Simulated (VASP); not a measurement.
A run of VASP 6.6.1:

File INCAR:

```
SYSTEM = Cs
PREC = Accurate
ENCUT = 500
EDIFF = 1E-6
ISMEAR = -1
SIGMA = 0.05
LREAL = .False.
LASPH = .True.
NELM = 120
ALGO = Normal
ISIF = 2
LWAVE = .False.
LCHARG = .True.
GGA = PS
LELF = .True.
LVHAR = .True.
NBANDS = 10
GGA_COMPAT = .False.
```

The input KPOINTS:

```
Automatic mesh
0
Gamma
  6 6 6
  0 0 0
```

POSCAR

```
Cs
1.0
   -3.0335000000      3.0335000000      3.0335000000
    3.0335000000     -3.0335000000      3.0335000000
    3.0335000000      3.0335000000     -3.0335000000
Cs
1
Direct
    0.0000000000      0.0000000000      0.0000000000
```

Potentials or basis: VASP PAW PBE potentials, release 64 (Cs_sv).

Launch:

```console
$ cat potpaw_PBE.64/Cs_sv/POTCAR > POTCAR
$ mpirun -np 1 vasp_std > vasp.out
```

Hardware: 1 thread of Intel(R) Xeon(R) 6975P-C (Granite Rapids), with other jobs on the host.

Question: Estimate the wall time of this run.

Answer: It took 7.7 s on 1 thread of Intel(R) Xeon(R) 6975P-C (Granite Rapids) (shared host), peak memory 0.23 GiB. Counts: scf iterations 10, k points 16.
